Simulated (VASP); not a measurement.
## Hf2Br: relaxation of cell and atoms with PBE

Hf2Br:

```
CELL_PARAMETERS angstrom
4.10098 0.00000 0.00000
-2.05049 3.55156 0.00000
0.00000 0.00000 4.42797
ATOMIC_POSITIONS crystal
Hf 0.33333 0.66667 0.50000
Hf 0.66667 0.33333 0.50000
Br 0.00000 0.00000 0.00000
```

* Program: VASP 6.6.1
* Task: relaxation of cell and atoms
* Functional: PBE
* Potentials or basis: VASP PAW PBE potentials, release 64 (Hf_pv, Br)
* Cutoff: 600 eV
* k mesh: 6 × 6 × 4
* Occupations: gaussian, width 0.1 eV
* Spin: no spin polarisation
* Dipole correction: no
* Further INCAR settings: ALGO = Normal; EDIFF = 1e-07; IBRION = 2; EDIFFG = -0.04; NSW = 90; ISIF = 3

* Relaxed volume: 23.87 Å³/atom
* Relaxed cell: a = 5.193 Å, b = 5.193 Å, c = 3.066 Å, α = 90.00°, β = 90.00°, γ = 120.00°
* Space group after relaxing (to 0.05 Å): P6/mmm (No. 191)
* Energy gained by relaxing: 1540.0 meV/atom
* Ionic steps: 14
* Pressure after relaxing: 0.1 GPa

Stress tensor (GPa, compression positive):
```
0.02 0.00 0.00
0.00 0.02 0.00
0.00 0.00 0.14
```

Step by step:
| step | energy change (eV) | largest force (eV/Å) | pressure (GPa) | volume (Å³) |
| --- | --- | --- | --- | --- |
| 1 | 0.0000 | 0.0000 | 23.93 | 64.49 |
| 2 | -2.7743 | 0.0000 | -4.88 | 97.72 |
| 3 | -2.7941 | 0.0000 | -3.36 | 93.73 |
| 4 | -3.4282 | 0.0000 | -4.63 | 87.69 |
| 5 | -4.4324 | 0.0000 | -4.08 | 77.49 |
| 6 | 3.6367 | 0.0000 | 82.82 | 53.06 |
| 7 | -4.4943 | 0.0000 | -3.64 | 76.49 |
| 8 | -4.5205 | 0.0000 | 2.11 | 70.23 |
| 9 | -4.6002 | 0.0000 | -1.95 | 73.97 |
| 10 | -4.6162 | 0.0000 | -0.69 | 72.61 |
| 11 | -4.6148 | 0.0000 | -1.15 | 73.09 |
| 12 | -4.6178 | 0.0000 | 0.51 | 70.98 |
| 13 | -4.6195 | 0.0000 | -0.14 | 71.77 |
| 14 | -4.6200 | 0.0000 | 0.06 | 71.61 |

Final structure:
```
Hf Br
1.0
     5.19284    0.00000    0.00000
    -2.59642    4.49713    0.00000
     0.00000    0.00000    3.06627
Hf Br
2 1
Direct
  0.33333 0.66667 0.50000
  0.66667 0.33333 0.50000
  0.00000 0.00000 0.00000
```

Levels at points of the mesh, in eV from the Fermi level:
```csv
k point,band 10,band 11,band 12,band 13,band 14,band 15,band 16,band 17
"(0.00, 0.00, 0.00)",-4.63,-1.30,-1.21,-1.03,0.02,0.02,2.99,3.13
"(0.50, 0.00, 0.00)",-3.11,-1.45,-1.42,-0.56,-0.36,0.43,1.33,2.47
"(0.00, 0.00, 0.50)",-4.24,-1.59,-1.59,-0.33,0.57,0.57,0.89,1.58
"(0.50, 0.00, 0.50)",-4.60,-1.47,-1.12,-0.27,0.25,0.32,1.32,1.93
```

It took 8.3 min on 1 thread of Oxide Virtual Turin-like Processor, with other jobs on the host, peak memory 0.2 GiB.

Caveat: spin-orbit coupling is left out, which moves the levels of the heavy elements; an odd number of electrons without spin polarisation forces a metal; a magnetic or distorted state may lie lower.
